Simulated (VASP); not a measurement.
# AlNi (rocksalt type) (Fm-3m) in VASP: notebook

The runs below take AlNi (rocksalt type) through single point, with LDA.

Program: VASP 6.6.1. These are calculated values, not measurements. Logs are shortened: lines on timing, memory, paths and dates and some standing lists are left out, and cuts for length are marked.

### Step 1. The cell of the first run

It takes space group Fm-3m (No. 225, cubic). The conventional cell has a = 4.749 Å, b = 4.749 Å, c = 4.749 Å, α = 90.00°, β = 90.00°, γ = 90.00°. Ni (site symmetry m-3m) has 6 Al at 2.37 Å within 3.1 Å. Within 3.1 Å of Al (site symmetry m-3m) lie 6 Ni at 2.37 Å.

### Step 2. Single point, LDA

File INCAR:

```
SYSTEM = AlNi
PREC = Accurate ; ENCUT = 520
EDIFF = 1E-6 ; ISMEAR = -1
SIGMA = 0.1 ; LREAL = .FALSE.
LASPH = .TRUE. ; NELM = 80
ALGO = Normal ; ISIF = 2
LWAVE = .FALSE. ; LCHARG = .FALSE.
GGA = CA ; NBANDS = 14
```

File KPOINTS:

```
Automatic mesh
0
G
  15 15 15
  0 0 0
```

File POSCAR:

```
AlNi
1.0
    0.0000000000      2.3746546130      2.3746546130
    2.3746546130      0.0000000000      2.3746546130
    2.3746546130      2.3746546130      0.0000000000
Ni Al
1 1
Direct
    0.0000000000      0.0000000000      0.0000000000
    0.5000000000      0.5000000000      0.5000000000
```

Potentials or basis: VASP PAW LDA potentials, release 64 (Ni, Al).

Command:

```
cat potpaw_LDA.64/Ni/POTCAR potpaw_LDA.64/Al/POTCAR > POTCAR
mpirun -np 1 vasp_std > vasp.out
```

OUTCAR:

```text
SYSTEM = AlNi
   PREC = Accurate
   ENCUT = 520
   EDIFF = 1E-6
   ISMEAR = -1
   LREAL = .FALSE.
   LASPH = .TRUE.
   NELM = 80
   ISIF = 2
   GGA = CA

 ion  position               nearest neighbor table
   1  0.000  0.000  0.000-   2 2.37   2 2.37   2 2.37   2 2.37   2 2.37   2 2.37
   2  0.500  0.500  0.500-   1 2.37   1 2.37   1 2.37   1 2.37   1 2.37   1 2.37

  LATTYP: Found a face centered cubic cell.
 ALAT       =     4.7493092260

  Lattice vectors:

 A1 = (   0.0000000000,   2.3746546130,   2.3746546130)
 A2 = (   2.3746546130,   0.0000000000,   2.3746546130)
 A3 = (   2.3746546130,   2.3746546130,   0.0000000000)

Analysis of symmetry for initial positions (statically):
=====================================================================
 Subroutine PRICEL returns:
 Original cell was already a primitive cell.

 Routine SETGRP: Setting up the symmetry group for a
 face centered cubic supercell.

 Subroutine GETGRP returns: Found 48 space group operations
 (whereof 48 operations were pure point group operations)
 out of a pool of 48 trial point group operations.

The static configuration has the point symmetry O_h .

Analysis of symmetry for dynamics (positions and initial velocities):
=====================================================================
 Subroutine PRICEL returns:
 Original cell was already a primitive cell.

 Routine SETGRP: Setting up the symmetry group for a
 face centered cubic supercell.

 Subroutine GETGRP returns: Found 48 space group operations
 (whereof 48 operations were pure point group operations)
 out of a pool of 48 trial point group operations.

The dynamic configuration has the point symmetry O_h .

 Subroutine INISYM returns: Found 48 space group operations
 (whereof 48 operations are pure point group operations),
 and found     1 'primitive' translations

----------------------------------------------------------------------------------------

                                     Primitive cell

  volume of cell :      26.7813

  direct lattice vectors                    reciprocal lattice vectors
     0.000000000  2.374654613  2.374654613    -0.210556936  0.210556936  0.210556936
     2.374654613  0.000000000  2.374654613     0.210556936 -0.210556936  0.210556936
     2.374654613  2.374654613  0.000000000     0.210556936  0.210556936 -0.210556936

  length of vectors
     3.358268760  3.358268760  3.358268760     0.364695311  0.364695311  0.364695311

  position of ions in fractional coordinates (direct lattice)
     0.000000000  0.000000000  0.000000000
     0.500000000  0.500000000  0.500000000

  ion indices of the primitive-cell ions
   primitive index   ion index
                 1           1
                 2           2

----------------------------------------------------------------------------------------

 KPOINTS: Automatic mesh

Automatic generation of k-mesh.
 Grid dimensions read from file:
 generate k-points for:   15   15   15

 Generating k-lattice:

  Cartesian coordinates                     Fractional coordinates (reciprocal lattice)
    -0.014037129  0.014037129  0.014037129     0.066666667  0.000000000  0.000000000
     0.014037129 -0.014037129  0.014037129     0.000000000  0.066666667  0.000000000
     0.014037129  0.014037129 -0.014037129     0.000000000  0.000000000  0.066666667

  Length of vectors
     0.024313021  0.024313021  0.024313021

  Shift w.r.t. Gamma in fractional coordinates (k-lattice)
     0.000000000  0.000000000  0.000000000

 Subroutine IBZKPT returns following result:
 ===========================================

 Found    120 irreducible k-points:

 Following reciprocal coordinates:
            Coordinates               Weight
  0.000000  0.000000  0.000000      1.000000
  0.066667  0.000000  0.000000      8.000000
  0.133333  0.000000  0.000000      8.000000
  0.200000  0.000000  0.000000      8.000000
  0.266667  0.000000  0.000000      8.000000
  0.333333  0.000000  0.000000      8.000000
[... 16 lines left out ...]
  0.133333  0.133333  0.000000      6.000000
  0.200000  0.133333  0.000000     24.000000
 [... further k-points ...]
   k-points           NKPTS =    120   k-points in BZ     NKDIM =    120   number of bands    NBANDS=     14
   number of dos      NEDOS =    301   number of ions     NIONS =      2
   total plane-waves  NPLWV =  21952
   dimension x,y,z NGX =    28 NGY =   28 NGZ =   28
   dimension x,y,z NGXF=    56 NGYF=   56 NGZF=   56
   ions per type =               1   1
   NGX,Y,Z   is equivalent  to a cutoff of  13.86, 13.86, 13.86 a.u.
   NGXF,Y,Z  is equivalent  to a cutoff of  27.72, 27.72, 27.72 a.u.
 SYSTEM =  AlNi
   PREC   = accura    normal or accurate (medium, high low for compatibility)
   ISTART =      0    job   : 0-new  1-cont  2-samecut
   ICHARG =      2    charge: 1-file 2-atom 10-const
   ISPIN  =      1    spin polarized calculation?
   LNONCOLLINEAR =      F non collinear calculations
   LSORBIT =      F    spin-orbit coupling
   LASPH  =      T    aspherical Exc in radial PAW
   ENCUT  =  520.0 eV  38.22 Ry    6.18 a.u.   6.24  6.24  6.24*2*pi/ulx,y,z
   NELM   =     80;   NELMIN=  2; NELMDL= -5     # of ELM steps
   EDIFF  = 0.1E-05   stopping-criterion for ELM
   LREAL  =      F    real-space projection
   EDIFFG = 0.1E-04   stopping-criterion for IOM
   NSW    =      0    number of steps for IOM
   IBRION =     -1    ionic relax: 0-MD 1-quasi-New 2-CG
   NFREE  =      0    steps in history (QN), initial steepest desc. (CG)
   ISIF   =      2    stress and relaxation
   ISYM   =      2    0-nonsym 1-usesym 2-fastsym
   POTIM  = 0.5000    time-step for ionic-motion
   TEBEG  =    0.0;   TEEND  =   0.0 temperature during run
   PSTRESS=    0.0 pullay stress
   NELECT =      13.0000    total number of electrons
   NUPDOWN=      -1.0000    fix difference up-down
   EMIN   =  10.00;   EMAX   =-10.00  energy-range for DOS
   EFERMI =   0.00;   METHOD = LEGACY
   ISMEAR =    -1;   SIGMA  =   0.10  broadening in eV -4-tet -1-fermi 0-gaus
   EFERMI_NEDOS =   21; number of points for ismear=-14 and -15
   IALGO  =     38    algorithm
   IMIX   =      4    mixing-type and parameters
     AMIX     =   0.40;   BMIX     =  1.00
     AMIX_MAG =   1.60;   BMIX_MAG =  1.00
  volume/ion in A,a.u.               =      13.39        90.36
  Fermi-wavevector in a.u.,A,eV,Ry     =   1.286606  2.431332 22.522464  1.655354
  Thomas-Fermi vector in A             =   2.418670
   LORBIT       =      0    0 simple, 1 ext, 2 COOP (PROOUT), +10 PAW based schemes
   GGA     = CA    functional components
   LHFCALC =     F    Hartree Fock is set to
   AEXX    =    0.0000 exact exchange contribution
   IVDW    =     0    specifies the selected vdW correction
   LEPSILON=     F    determine dielectric tensor
   LRPA    =     F    only Hartree local field effects (RPA)
 non-spin polarized calculation
  energy-cutoff  :      520.00
  volume of cell :       26.78
 maximum number of plane-waves:       745
 NGX is ok and might be reduce to    28
   NGX = 13   NGY = 13   NGZ = 13

 number of electron      13.0000001 magnetization

 Free energy of the ion-electron system (eV)
  ---------------------------------------------------
  ext. energy  EPLUGINS =         0.00000000
  ---------------------------------------------------
  free energy    TOTEN  =       -10.87155190 eV

  energy without entropy =      -10.84628045  energy(sigma->0) =      -10.85891617

 E-fermi :   8.2636     XC(G=0): -11.6762

 val. band max:        8.2088373804   @ k =  -0.2667   0.4667   0.2000
 cond. band min:       8.3214014903   @ k =   0.4667   0.2667   0.0000
 fundamental gap:      0.1125641100
 Fermi energy:         8.2635568712

 k-point     1 :       0.0000    0.0000    0.0000
  band No.  band energies     occupation
      1      -1.9113      2.00000
      2       6.0076      2.00000
      3       6.0076      2.00000
      4       6.0076      2.00000
      5       6.0562      2.00000
      6       6.0562      2.00000
      7      15.3029      0.00000
      8      15.3029      0.00000
      9      15.3029      0.00000
     10      19.1256      0.00000
     11      19.1256      0.00000
     12      19.1256      0.00000
     13      20.2157      0.00000
     14      23.6844      0.00000

 k-point     2 :       0.0667    0.0000    0.0000
  band No.  band energies     occupation
      1      -1.8211      2.00000
      2       5.9755      2.00000
      3       6.0121      2.00000
      4       6.0121      2.00000
      5       6.0561      2.00000
      6       6.0561      2.00000
      7      14.6324      0.00000
      8      15.2634      0.00000
      9      15.2634      0.00000
     10      18.7099      0.00000
     11      19.2856      0.00000
     12      19.2856      0.00000
     13      21.2094      0.00000
     14      22.3934      0.00000

 k-point     3 :       0.1333    0.0000    0.0000
  band No.  band energies     occupation
      1      -1.5517      2.00000
      2       5.8780      2.00000
      3       5.9570      2.00000
      4       5.9570      2.00000
      5       6.1254      2.00000
      6       6.1254      2.00000
      7      13.1585      0.00000
      8      15.1709      0.00000
      9      15.1709      0.00000
     10      18.3575      0.00000
     11      19.6373      0.00000
     12      19.6373      0.00000
     13      21.1923      0.00000
     14      21.1923      0.00000
[... 324 lines left out ...]
 k-point    23 :       0.1333    0.1333    0.0000
  band No.  band energies     occupation
      1      -1.4335      2.00000
      2       5.8635      2.00000
      3       5.8639      2.00000
      4       6.0935      2.00000
      5       6.0935      2.00000
      6       6.1095      2.00000
      7      13.9327      0.00000
      8      13.9327      0.00000
      9      14.9522      0.00000
     10      17.2080      0.00000
     11      18.5025      0.00000
     12      20.6454      0.00000
     13      20.6454      0.00000
     14      23.2080      0.00000

 k-point    24 :       0.2000    0.1333    0.0000
  band No.  band energies     occupation
      1      -1.1089      2.00000
      2       5.7484      2.00000
      3       5.7736      2.00000
      4       6.0450      2.00000
      5       6.1636      2.00000
      6       6.2275      2.00000
      7      12.7360      0.00000
      8      13.4889      0.00000
      9      15.1825      0.00000
     10      17.0918      0.00000
     11      17.2221      0.00000
     12      20.9359      0.00000
     13      21.1345      0.00000
     14      23.4699      0.00000

 [... further k-points ...]

------------------------ aborting loop because EDIFF is reached ----------------------------------------

  FORCE on cell =-STRESS in cart. coord.  units (eV):
  Direction    XX          YY          ZZ          XY          YZ          ZX
  --------------------------------------------------------------------------------------
  -------------------------------------------------------------------------------------
  Total        0.0239196      0.0239196      0.0239196     -0.0000000      0.0000000      0.0000000
  in kB        1.4309772      1.4309772      1.4309772     -0.0000000      0.0000000      0.0000000
  external PRESSURE =       1.4309772 kB  Pullay stress =       0.0000000 kB

 VOLUME and BASIS-vectors are now :
 -----------------------------------------------------------------------------
  energy-cutoff  :      520.00
  volume of cell :       26.78
      direct lattice vectors                 reciprocal lattice vectors
     0.000000000  2.374654613  2.374654613    -0.210556936  0.210556936  0.210556936
     2.374654613  0.000000000  2.374654613     0.210556936 -0.210556936  0.210556936
     2.374654613  2.374654613  0.000000000     0.210556936  0.210556936 -0.210556936

 POSITION                                       TOTAL-FORCE (eV/Angst)
 -----------------------------------------------------------------------------------
      0.00000      0.00000      0.00000         0.000000      0.000000     -0.000000
      2.37465      2.37465      2.37465        -0.000000     -0.000000      0.000000
 -----------------------------------------------------------------------------------
    total drift:                               -0.000000     -0.000000      0.000000

  FREE ENERGIE OF THE ION-ELECTRON SYSTEM (eV)
  ---------------------------------------------------
  free  energy   TOTEN  =       -10.8715518996 eV

  energy  without entropy=      -10.8462804450  energy(sigma->0) =      -10.85891617
```

Run time: 26 s. Hardware: 1 thread of Intel Xeon Platinum 8559C (Emerald Rapids), shared host; peak memory 0.17 GiB.

Results:

```yaml
Free_energy: -10.8716 eV
Pressure: 0.1 GPa
Band_gap_on_the_k_mesh: zero (an odd number of electrons rules out a gap without spin polarisation)
```

Spin polarisation is off, so any magnetic state and its effect on volume and gap are missing.

### Step 3. Single point, LDA

File INCAR:

```
PREC = Accurate ; ENCUT = 520
EDIFF = 1E-6 ; ISMEAR = -1
SIGMA = 0.1 ; LREAL = F
LASPH = T ; NELM = 80
ALGO = Normal ; ISIF = 2
LWAVE = F ; LCHARG = T
LELF = T ; LVHAR = T
NBANDS = 14
```

File KPOINTS:

```
regular mesh
0
Gamma
  15 15 15
```

POSCAR is that of step 2.

Potentials or basis: VASP PAW LDA potentials, release 64 (Ni, Al).

Command:

```
cat potpaw_LDA.64/Ni/POTCAR potpaw_LDA.64/Al/POTCAR > POTCAR
mpirun -np 1 vasp_std > vasp.out
```

It took 26 s on 1 thread of Intel Xeon Platinum 8559C (Emerald Rapids), shared host; peak memory 0.17 GiB.

It converged, with:

- Free energy: -10.8716 eV
- Pressure: 0.1 GPa
- Band gap on the k mesh: zero (an odd number of electrons rules out a gap without spin polarisation)

Levels at points of the mesh, in eV from the Fermi level:
```
           k point  band 3  band 4  band 5  band 6  band 7  band 8  band 9  band 10
(0.00, 0.00, 0.00)   -2.26   -2.26   -2.21   -2.21    7.04    7.04    7.04    10.86
```

Spin polarisation is off, so any magnetic state and its effect on volume and gap are missing.
